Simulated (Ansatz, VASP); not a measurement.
W in VASP and in Ansatz

```
W
1.0
    -1.58516    1.58516    1.58516
     1.58516   -1.58516    1.58516
     1.58516    1.58516   -1.58516
W
1
Direct
  0.00000 0.00000 0.00000
```

Alike in both runs: task single point; functional r2SCAN; k mesh 8 × 8 × 8; occupations gaussian, width 0.1 eV; no spin polarisation.

```csv
,VASP,Ansatz
version,VASP 6.6.1,Ansatz 0.2.0
potentials or method,"VASP PAW PBE potentials, release 64 (W_sv), cutoff 550 eV","scalar-relativistic, plane waves, PAW"
valence electrons in the cell,14,14
```

Ansatz gave:

```
gap on the k mesh at the Fermi level (eV) : none
pressure (GPa)                            : -0.2
```

Problem. What did VASP give for the same quantities?

Solution. gap on the k mesh at the Fermi level (eV): none; pressure (GPa): 1.0.

VASP's potentials were made for PBE, not for r2SCAN. A gap of «none» marks a metal or a gap that the smearing closes.

Spin-orbit coupling is off throughout.
